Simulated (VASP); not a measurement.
Cd4TeO3, 8 atoms in the cell. Symmetry: P3m1, No. 156, trigonal system. The conventional cell has a = 3.883 Å, b = 3.883 Å, c = 12.497 Å, α = 90.00°, β = 90.00°, γ = 120.00°. Within 3.0 Å of Cd (site symmetry 3m) lie 4 O at 2.24 to 2.27 Å. Cd (site symmetry 3m) has 1 O at 2.19 Å and 3 Te at 2.79 Å within 2.9 Å. Within 3.0 Å of Cd (site symmetry 3m) lie 4 O at 2.23 to 2.29 Å. Cd (site symmetry 3m) has 4 O at 2.27 to 2.95 Å and 1 Te at 2.99 Å within 3.0 Å. Te (site symmetry 3m) has 4 Cd at 2.79 to 2.99 Å within 3.7 Å. O (site symmetry 3m) has 4 Cd at 2.24 to 2.27 Å within 3.0 Å. O (site symmetry 3m) has 4 Cd at 2.19 to 2.29 Å within 2.9 Å. O (site symmetry 3m) has 5 Cd at 2.23 to 2.95 Å within 3.0 Å. 

- Program: VASP 6.6.1
- Task: single point
- Functional: PBE
- Potentials or basis: VASP PAW PBE potentials, release 64 (Cd, Te, O)
- Cutoff: 520 eV
- k mesh: 4 × 4 × 1
- Occupations: gaussian, width 0.15 eV
- Spin: no spin polarisation
- Dipole correction: no
- Further INCAR settings: ALGO = Normal; EDIFF = 1e-07; NBANDS = 46

Potentials or basis: VASP PAW PBE potentials, release 64 (Cd, Te, O).

Launch:

```sh
$ cat potpaw_PBE.64/Cd/POTCAR potpaw_PBE.64/Te/POTCAR potpaw_PBE.64/O/POTCAR > POTCAR
$ mpirun -np 1 vasp_std > vasp.out
```

Hardware: 1 thread of Intel Xeon 6975P-C, on a shared host.

**Question.** How long does it take, and how much memory?

**Answer.** Wall time 65 s on 1 thread of Intel Xeon 6975P-C, on a shared host, peak memory 0.29 GiB. Counts: scf iterations 22, k points 4.
